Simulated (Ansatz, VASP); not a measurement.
**BAs in VASP and in Ansatz**

Contents of INCAR:

```
SYSTEM = BAs
  ALGO = Normal
  EDIFF = 1E-6
  ENCUT = 520
  ISIF = 2
  ISMEAR = -1
  LASPH = .TRUE.
  LCHARG = .FALSE.
  LREAL = .FALSE.
  LWAVE = .FALSE.
  NBANDS = 11
  NELM = 80
  PREC = Accurate
  SIGMA = 0.03
```

Contents of KPOINTS:

```
k-points
0
G
  15 15 15
  0 0 0
```

The input POSCAR:

```
BAs
1.0
    0.0000000000      2.3885000000      2.3646150000
    2.3885000000      0.0000000000      2.3646150000
    2.3885000000      2.3885000000      0.0000000000
B As
1 1
Direct
    0.0000000000      0.0000000000      0.0000000000
    0.7500000000      0.7500000000      0.7500000000
```

Input for Ansatz:

```yaml
crystal:
  lattice:
    - [0.0, 2.3885, 2.364615]
    - [2.3885, 0.0, 2.364615]
    - [2.3885, 2.3885, 0.0]
  atoms:
    - { symbol: B, position: [0.0, 0.0, 0.0] }
    - { symbol: As, position: [0.75, 0.75, 0.75] }
kpoints:
  mp_grid: { grid: [15, 15, 15] }
  band_path:
    path:
      - [0.0, 0.0, 0.0]
      - [0.0, 0.5, 0.5]
      - [0.25, 0.75, 0.5]
      - [0.0, 0.5, 0.0]
      - [0.0, 0.0, 0.0]
      - [0.5, 0.5, 0.0]
      - [0.3775380063, 0.6224619937, 0.0]
      - [-0.3775380063, 0.3775380063, 0.0]
      - [0.0, 0.0, 0.0]
    npoints: 5
scf:
  occupations: { method: fermi_dirac, width: 0.03 }
hamiltonian:
  xc: lda
  pseudopotentials: { kind: all_electron, lapw: { basis_error: 0.00025 } }
output:
  forces: true
  stress: true
  eigenvalues: true
```

Change from the starting cell: zz strain of -1 %.

Alike in both runs: task single point; functional LDA; k mesh 15 × 15 × 15; occupations fermi-dirac, width 0.03 eV; no spin polarisation.

|  | VASP | Ansatz |
| --- | --- | --- |
| version | VASP 6.6.1 | Ansatz 0.2.0 |
| potentials or method | VASP PAW LDA potentials, release 64 (B, As), cutoff 520 eV | all-electron LAPW, scalar-relativistic |

|  | VASP | Ansatz | Ansatz less VASP |
| --- | --- | --- | --- |
| pressure (GPa) | -1.7 | -2.6 | -0.88 |
| traceless stress, the component that is largest in VASP (GPa) | 1.38 | 1.39 | +0.008 |

LDA's correlation is that of Perdew and Zunger in VASP and of Perdew and Wang (1992) in Ansatz. Ansatz ran all-electron here, and VASP with PAW potentials.
